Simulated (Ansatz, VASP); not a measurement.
# Na2Ru: VASP beside Ansatz

```xyz
3
Lattice="2.7549 0.0000 0.0000 0.0000 2.6516 0.0000 0.0000 0.0000 8.2820" Properties=species:S:1:pos:R:3 pbc="T T T"
Na    0.0000    0.0000    6.5541
Na    0.0000    0.0000    1.7279
Ru    1.3774    1.3258    4.1410
```

Change from the starting cell: ordered superstructure of fcc with vacancies (Pmmm, No. 47).

Alike in both runs: functional PBE; k mesh 6 × 4 × 4; occupations gaussian, width 0.1 eV; no spin polarisation.

Ansatz relaxed the structure, and its values are those at the end. VASP's run is a single point on that final structure, the one shown.

|  | VASP | Ansatz |
| --- | --- | --- |
| version | VASP 6.6.1 | Ansatz 0.2.0 |
| potentials or method | VASP PAW PBE potentials, release 64 (Na_pv, Ru_pv), cutoff 520 eV | scalar-relativistic, plane waves, PAW |
| valence electrons in the cell | 28 | 34 |

|  | VASP | Ansatz | Ansatz less VASP |
| --- | --- | --- | --- |
| gap on the k mesh at the Fermi level (eV) | none | none | - |
| pressure (GPa) | 0.0 | 0.0 | -0.03 |

A gap of «none» marks a metal or a gap that the smearing closes. VASP's potentials hold 28 valence electrons a cell and Ansatz's 34, so a difference there can come from the potentials and not from the codes.

The k mesh is coarse, so the values compare programs but aren't converged.
